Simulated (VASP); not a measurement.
CaSe4: single point with PBE

The system is CaSe4, a sheet with vacuum.

```
Ca Se
1.0
     5.50489    0.00000    0.00000
    -2.75244    4.76737    0.00000
     0.00000    0.00000   29.10361
Ca Se
1 4
Direct
  0.00000 0.00000 0.29206
  0.33333 0.66667 0.25269
  0.33333 0.66667 0.33143
  0.66667 0.33333 0.33143
  0.66667 0.33333 0.25269
```

The cell was generated, and may not be a known phase.

| Item | Value |
| --- | --- |
| Program | VASP 6.6.1 |
| Task | single point |
| Functional | PBE |
| Potentials or basis | VASP PAW PBE potentials, release 64 (Ca_sv, Se) |
| Cutoff | 520 eV |
| k mesh | 12 × 12 × 1 |
| Occupations | gaussian, width 0.1 eV |
| Spin | no spin polarisation |

| Quantity | Value |
| --- | --- |
| Largest force | 0.032 eV/Å |
| Band gap on the k mesh | zero (bands 17 and 18 overlap by 0.38 eV) |

Forces on the atoms (eV/Å):
```
Ca   0.000  0.000  0.000
Se   0.000  0.000 -0.032
Se   0.000  0.000  0.032
Se   0.000  0.000  0.032
Se   0.000  0.000 -0.032
```

Levels at points of the mesh, in eV from the Fermi level:
| k point | band 13 | band 14 | band 15 | band 16 | band 17 | band 18 | band 19 | band 20 | band 21 | band 22 |
| --- | --- | --- | --- | --- | --- | --- | --- | --- | --- | --- |
| (0.00, 0.00, 0.00) | -2.33 | -2.33 | -2.29 | -2.29 | -0.35 | -0.35 | 0.84 | 1.91 | 2.98 | 3.20 |
| (0.50, 0.00, 0.00) | -2.85 | -2.31 | -2.03 | -1.59 | 0.02 | 1.07 | 1.50 | 2.16 | 2.34 | 2.73 |

It took 9.9 min on 1 thread of Intel(R) Xeon(R) Platinum 8259CL CPU @ 2.50GHz (Skylake/Cascade Lake), with other jobs on the host, peak memory 0.95 GiB.
